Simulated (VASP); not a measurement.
# Pb (Fd-3m) in VASP: notebook

The runs below take Pb through density of states, with LDA.

Everything below comes from runs of VASP 6.6.1. Logs are shortened: lines on timing, memory, paths and dates and some standing lists are left out, and cuts for length are marked.

### Step 1. The cell of the first run

Symmetry: Fd-3m, No. 227, cubic system. The conventional cell has a = 6.824 Å, b = 6.824 Å, c = 6.824 Å, α = 90.00°, β = 90.00°, γ = 90.00°. Pb (site symmetry -43m) has 4 Pb at 2.95 Å within 3.9 Å.

### Step 2. Density of states, LDA

POSCAR reads:

```
Pb
1.0
    0.0000000000      3.4121197221      3.4121197221
    3.4121197221      0.0000000000      3.4121197221
    3.4121197221      3.4121197221      0.0000000000
Pb
2
Direct
   -0.1250000000     -0.1250000000     -0.1250000000
    0.1250000000      0.1250000000      0.1250000000
```

INCAR.step1 reads:

```
  PREC = Accurate
  ENCUT = 520
  EDIFF = 1E-7
  ISMEAR = -1
  SIGMA = 0.08
  LREAL = F
  LASPH = T
  NELM = 60
  ALGO = Normal
  ISIF = 2
  LWAVE = F
  LCHARG = T
  NBANDS = 21
```

KPOINTS.step1 reads:

```
Automatic mesh
0
Gamma
  10 10 10
```

INCAR.step2 reads:

```
  PREC = Accurate
  ENCUT = 520
  EDIFF = 1E-7
  ISMEAR = -5
  SIGMA = 0.08
  LREAL = F
  LASPH = T
  NELM = 60
  ALGO = Normal
  ISIF = 2
  LWAVE = F
  LCHARG = F
  LORBIT = 11
  NBANDS = 21
  NEDOS = 2001
  ICHARG = 11
```

KPOINTS.step2 reads:

```
Automatic mesh
0
Gamma
  15 15 15
```

Potentials or basis: VASP PAW LDA potentials, release 64 (Pb_d).

The run is started by

```bash
> cat potpaw_LDA.64/Pb_d/POTCAR > POTCAR
> cp INCAR.step1 INCAR
> cp KPOINTS.step1 KPOINTS
> mpirun -np 1 vasp_std > vasp.out
> cp INCAR.step2 INCAR
> cp KPOINTS.step2 KPOINTS
> mpirun -np 1 vasp_std > vasp.out
```

OUTCAR:

```text
PREC = Accurate
   ENCUT = 520
   EDIFF = 1E-7
   ISMEAR = -5
   LREAL = F
   LASPH = T
   NELM = 60
   ISIF = 2
   LORBIT = 11
   ICHARG = 11

 ion  position               nearest neighbor table
   1  0.875  0.875  0.875-   2 2.95   2 2.95   2 2.95   2 2.95
   2  0.125  0.125  0.125-   1 2.95   1 2.95   1 2.95   1 2.95

  LATTYP: Found a face centered cubic cell.
 ALAT       =     6.8242394442

  Lattice vectors:

 A1 = (   0.0000000000,   3.4121197221,   3.4121197221)
 A2 = (   3.4121197221,   0.0000000000,   3.4121197221)
 A3 = (   3.4121197221,   3.4121197221,   0.0000000000)

Analysis of symmetry for initial positions (statically):
=====================================================================
 Subroutine PRICEL returns:
 Original cell was already a primitive cell.

 Routine SETGRP: Setting up the symmetry group for a
 face centered cubic supercell.

 Subroutine GETGRP returns: Found 48 space group operations
 (whereof 12 operations were pure point group operations)
 out of a pool of 48 trial point group operations.

The static configuration has the point symmetry D_3d.
 The point group associated with its full space group is O_h .

Analysis of symmetry for dynamics (positions and initial velocities):
=====================================================================
 Subroutine PRICEL returns:
 Original cell was already a primitive cell.

 Routine SETGRP: Setting up the symmetry group for a
 face centered cubic supercell.

 Subroutine GETGRP returns: Found 48 space group operations
 (whereof 12 operations were pure point group operations)
 out of a pool of 48 trial point group operations.

The dynamic configuration has the point symmetry D_3d.
 The point group associated with its full space group is O_h .

 Subroutine INISYM returns: Found 48 space group operations
 (whereof 12 operations are pure point group operations),
 and found     1 'primitive' translations

----------------------------------------------------------------------------------------

                                     Primitive cell

  volume of cell :      79.4516

  direct lattice vectors                    reciprocal lattice vectors
     0.000000000  3.412119722  3.412119722    -0.146536476  0.146536476  0.146536476
     3.412119722  0.000000000  3.412119722     0.146536476 -0.146536476  0.146536476
     3.412119722  3.412119722  0.000000000     0.146536476  0.146536476 -0.146536476

  length of vectors
     4.825465987  4.825465987  4.825465987     0.253808622  0.253808622  0.253808622

  position of ions in fractional coordinates (direct lattice)
     0.875000000  0.875000000  0.875000000
     0.125000000  0.125000000  0.125000000

  ion indices of the primitive-cell ions
   primitive index   ion index
                 1           1
                 2           2

----------------------------------------------------------------------------------------

 KPOINTS: Automatic mesh

Automatic generation of k-mesh.
 Grid dimensions read from file:
 generate k-points for:   15   15   15

 Generating k-lattice:

  Cartesian coordinates                     Fractional coordinates (reciprocal lattice)
    -0.009769098  0.009769098  0.009769098     0.066666667  0.000000000  0.000000000
     0.009769098 -0.009769098  0.009769098     0.000000000  0.066666667  0.000000000
     0.009769098  0.009769098 -0.009769098     0.000000000  0.000000000  0.066666667

  Length of vectors
     0.016920575  0.016920575  0.016920575

  Shift w.r.t. Gamma in fractional coordinates (k-lattice)
     0.000000000  0.000000000  0.000000000

 TETIRR: Found    484 inequivalent tetrahedra from    20250

 Subroutine IBZKPT returns following result:
 ===========================================

 Found    120 irreducible k-points:

 Following reciprocal coordinates:
            Coordinates               Weight
  0.000000  0.000000  0.000000      1.000000
  0.066667  0.000000  0.000000      8.000000
  0.133333  0.000000  0.000000      8.000000
  0.200000  0.000000  0.000000      8.000000
  0.266667  0.000000  0.000000      8.000000
  0.333333  0.000000  0.000000      8.000000
[... 16 lines left out ...]
  0.133333  0.133333  0.000000      6.000000
  0.200000  0.133333  0.000000     24.000000
 [... further k-points ...]
   k-points           NKPTS =    120   k-points in BZ     NKDIM =    120   number of bands    NBANDS=     21
   number of dos      NEDOS =   2001   number of ions     NIONS =      2
   total plane-waves  NPLWV =  46656
   dimension x,y,z NGX =    36 NGY =   36 NGZ =   36
   dimension x,y,z NGXF=    72 NGYF=   72 NGZF=   72
   ions per type =               2
   NGX,Y,Z   is equivalent  to a cutoff of  12.40, 12.40, 12.40 a.u.
   NGXF,Y,Z  is equivalent  to a cutoff of  24.81, 24.81, 24.81 a.u.
 SYSTEM =  unknown system
   PREC   = accura    normal or accurate (medium, high low for compatibility)
   ISTART =      0    job   : 0-new  1-cont  2-samecut
   ICHARG =     11    charge: 1-file 2-atom 10-const
   ISPIN  =      1    spin polarized calculation?
   LNONCOLLINEAR =      F non collinear calculations
   LSORBIT =      F    spin-orbit coupling
   LASPH  =      T    aspherical Exc in radial PAW
   ENCUT  =  520.0 eV  38.22 Ry    6.18 a.u.   8.97  8.97  8.97*2*pi/ulx,y,z
   NELM   =     60;   NELMIN=  2; NELMDL=  0     # of ELM steps
   EDIFF  = 0.1E-06   stopping-criterion for ELM
   LREAL  =      F    real-space projection
   EDIFFG = 0.1E-05   stopping-criterion for IOM
   NSW    =      0    number of steps for IOM
   IBRION =     -1    ionic relax: 0-MD 1-quasi-New 2-CG
   NFREE  =      0    steps in history (QN), initial steepest desc. (CG)
   ISIF   =      2    stress and relaxation
   ISYM   =      2    0-nonsym 1-usesym 2-fastsym
   POTIM  = 0.5000    time-step for ionic-motion
   TEBEG  =    0.0;   TEEND  =   0.0 temperature during run
   PSTRESS=    0.0 pullay stress
   NELECT =      28.0000    total number of electrons
   NUPDOWN=      -1.0000    fix difference up-down
   EMIN   =  10.00;   EMAX   =-10.00  energy-range for DOS
   EFERMI =   0.00;   METHOD = LEGACY
   ISMEAR =    -5;   SIGMA  =   0.08  broadening in eV -4-tet -1-fermi 0-gaus
   EFERMI_NEDOS =   21; number of points for ismear=-14 and -15
   IALGO  =     38    algorithm
   IMIX   =      4    mixing-type and parameters
     AMIX     =   0.40;   BMIX     =  1.00
     AMIX_MAG =   1.60;   BMIX_MAG =  1.00
  volume/ion in A,a.u.               =      39.73       268.08
  Fermi-wavevector in a.u.,A,eV,Ry     =   1.156361  2.185204 18.193297  1.337170
  Thomas-Fermi vector in A             =   2.292981
   LORBIT       =     11    0 simple, 1 ext, 2 COOP (PROOUT), +10 PAW based schemes
   GGA     = CA    functional components
   LHFCALC =     F    Hartree Fock is set to
   AEXX    =    0.0000 exact exchange contribution
   IVDW    =     0    specifies the selected vdW correction
   LEPSILON=     F    determine dielectric tensor
   LRPA    =     F    only Hartree local field effects (RPA)
 non-spin polarized calculation
 Fermi weights with tetrahedron method with Bloechl corrections
  energy-cutoff  :      520.00
  volume of cell :       79.45
 maximum number of plane-waves:      2166

 number of electron      28.0000009 magnetization

 Free energy of the ion-electron system (eV)
  ---------------------------------------------------
  ext. energy  EPLUGINS =         0.00000000
  ---------------------------------------------------
  free energy    TOTEN  =        -7.88906218 eV

  energy without entropy =       -7.88906218  energy(sigma->0) =       -7.88906218

 E-fermi :   4.2222     XC(G=0):  -8.8639

 val. band max:        4.3285160388   @ k =   0.1333   0.0000   0.0000
 cond. band min:       4.1206280058   @ k =   0.2000   0.0000   0.0000
 fundamental gap:     -0.2078880330
 Fermi energy:         4.2222499595

 k-point     1 :       0.0000    0.0000    0.0000
  band No.  band energies     occupation
      1     -12.9378      2.00000
      2     -12.9378      2.00000
      3     -12.9378      2.00000
      4     -12.8529      2.00000
      5     -12.8529      2.00000
      6     -12.3953      2.00000
[... 13 lines left out ...]
     20      12.2232      0.00000
     21      12.2232      0.00000

 k-point     2 :       0.0667    0.0000    0.0000
  band No.  band energies     occupation
      1     -12.9435      2.00000
      2     -12.9435      2.00000
      3     -12.9367      2.00000
      4     -12.8451      2.00000
      5     -12.8451      2.00000
      6     -12.4055      2.00000
[... 13 lines left out ...]
     20      11.9121      0.00000
     21      12.0160      0.00000

 k-point     3 :       0.1333    0.0000    0.0000
  band No.  band energies     occupation
      1     -12.9556      2.00000
      2     -12.9556      2.00000
      3     -12.9336      2.00000
      4     -12.8272      2.00000
      5     -12.8272      2.00000
      6     -12.4234      2.00000
[... 13 lines left out ...]
     20      11.5631      0.00000
     21      11.5638      0.00000

 k-point     4 :       0.2000    0.0000    0.0000
  band No.  band energies     occupation
      1     -12.9677      2.00000
      2     -12.9677      2.00000
      3     -12.9290      2.00000
      4     -12.8069      2.00000
      5     -12.8069      2.00000
      6     -12.4406      2.00000
[... 13 lines left out ...]
     20      11.3926      0.00000
     21      11.3926      0.00000

 k-point     5 :       0.2667    0.0000    0.0000
  band No.  band energies     occupation
      1     -12.9773      2.00000
      2     -12.9773      2.00000
      3     -12.9235      2.00000
      4     -12.7890      2.00000
      5     -12.7890      2.00000
      6     -12.4544      2.00000
[... 13 lines left out ...]
     20      11.4553      0.00000
     21      11.4553      0.00000
[... 382 lines left out ...]
     20      11.1559      0.00000
     21      11.2520      0.00000

 k-point    22 :      -0.0667    0.0667    0.0000
  band No.  band energies     occupation
      1     -12.9543      2.00000
      2     -12.9453      2.00000
      3     -12.9376      2.00000
      4     -12.8384      2.00000
      5     -12.8295      2.00000
      6     -12.4271      2.00000
[... 13 lines left out ...]
     20      11.4605      0.00000
     21      11.5227      0.00000

 k-point    23 :       0.1333    0.1333    0.0000
  band No.  band energies     occupation
      1     -12.9539      2.00000
      2     -12.9514      2.00000
      3     -12.9514      2.00000
      4     -12.8315      2.00000
      5     -12.8000      2.00000
      6     -12.4811      2.00000
[... 13 lines left out ...]
     20      10.4791      0.00000
     21      12.6403      0.00000

 k-point    24 :       0.2000    0.1333    0.0000
  band No.  band energies     occupation
      1     -12.9688      2.00000
      2     -12.9598      2.00000
      3     -12.9446      2.00000
      4     -12.8172      2.00000
      5     -12.7770      2.00000
      6     -12.5090      2.00000
[... 13 lines left out ...]
     20      10.2939      0.00000
     21      12.4576      0.00000

 [... further k-points ...]
[... 5 lines left out ...]
  --------------------------------------------------------------------------------------
  -------------------------------------------------------------------------------------
  Total        0.0126565      0.0126565      0.0126565      0.0000000      0.0000000     -0.0000000
  in kB        0.2552241      0.2552241      0.2552241      0.0000000      0.0000000     -0.0000000
  external PRESSURE =       0.2552241 kB  Pullay stress =       0.0000000 kB

 VOLUME and BASIS-vectors are now :
 -----------------------------------------------------------------------------
  energy-cutoff  :      520.00
  volume of cell :       79.45
      direct lattice vectors                 reciprocal lattice vectors
     0.000000000  3.412119722  3.412119722    -0.146536476  0.146536476  0.146536476
     3.412119722  0.000000000  3.412119722     0.146536476 -0.146536476  0.146536476
     3.412119722  3.412119722  0.000000000     0.146536476  0.146536476 -0.146536476

 POSITION                                       TOTAL-FORCE (eV/Angst)
 -----------------------------------------------------------------------------------
      5.97121      5.97121      5.97121         0.000000     -0.000000     -0.000000
      0.85303      0.85303      0.85303        -0.000000      0.000000      0.000000
 -----------------------------------------------------------------------------------
    total drift:                                0.000000      0.000000      0.000000

  FREE ENERGIE OF THE ION-ELECTRON SYSTEM (eV)
  ---------------------------------------------------
  free  energy   TOTEN  =        -7.8890621767 eV

  energy  without entropy=       -7.8890621767  energy(sigma->0) =       -7.88906218

 total charge

# of ion       s       p       d       tot
------------------------------------------
    1        1.322   0.939   9.802  12.063
    2        1.322   0.939   9.802  12.063
--------------------------------------------------
tot          2.644   1.877  19.604  24.125
```

Run time: 71 s. Hardware: 1 thread of Intel Xeon 6975P-C (Granite Rapids), shared host; peak memory 0.27 GiB.

Results:

```yaml
Valence_electrons_inside_the_program's_atomic_spheres: Pb 12.06
```

Caveat: spin-orbit coupling is left out, which moves the levels of the heavy elements; tetrahedron occupations give inexact forces and stress in metals.

### Step 3. Density of states, LDA (volume scaled by 0.4)

POSCAR reads:

```
Pb
1.0
    0.0000000000      2.5140713067      2.5140713067
    2.5140713067      0.0000000000      2.5140713067
    2.5140713067      2.5140713067      0.0000000000
Pb
2
Direct
   -0.1250000000     -0.1250000000     -0.1250000000
    0.1250000000      0.1250000000      0.1250000000
```

INCAR.step1 reads:

```
ALGO = Normal
EDIFF = 1E-6
ENCUT = 520
GGA = CA
ISIF = 2
ISMEAR = -1
LASPH = T
LCHARG = T
LREAL = F
LWAVE = F
NBANDS = 21
NELM = 100
PREC = Accurate
SIGMA = 0.08
```

KPOINTS.step1 reads:

```
k-points
0
Gamma
  10 10 10
```

INCAR.step2 reads:

```
ALGO = Normal
EDIFF = 1E-6
ENCUT = 520
GGA = CA
ICHARG = 11
ISIF = 2
ISMEAR = -5
LASPH = T
LCHARG = F
LORBIT = 11
LREAL = F
LWAVE = F
NBANDS = 21
NEDOS = 1001
NELM = 100
PREC = Accurate
SIGMA = 0.08
```

KPOINTS.step2 reads:

```
k-points
0
Gamma
  15 15 15
```

Potentials or basis: VASP PAW LDA potentials, release 64 (Pb_d).

The run is started by

```bash
> cat potpaw_LDA.64/Pb_d/POTCAR > POTCAR
> cp INCAR.step1 INCAR
> cp KPOINTS.step1 KPOINTS
> mpirun -np 1 vasp_std > vasp.out
> cp INCAR.step2 INCAR
> cp KPOINTS.step2 KPOINTS
> mpirun -np 1 vasp_std > vasp.out
```

Wall time 31 s (1 thread of Intel Xeon 6975P-C (Granite Rapids), shared host); peak memory 0.18 GiB.

The run converged. Its results:

```
Valence electrons inside the program's atomic spheres : Pb 13.77
```

Levels at points of the mesh, in eV from the Fermi level:
```tsv
k point	band 11	band 12	band 13	band 14	band 15	band 16	band 17	band 18
(0.00, 0.00, 0.00)	-19.49	2.00	2.03	2.03	2.03	2.19	2.96	2.96
```

Caveat: spin-orbit coupling is left out, which moves the levels of the heavy elements; tetrahedron occupations give inexact forces and stress in metals.
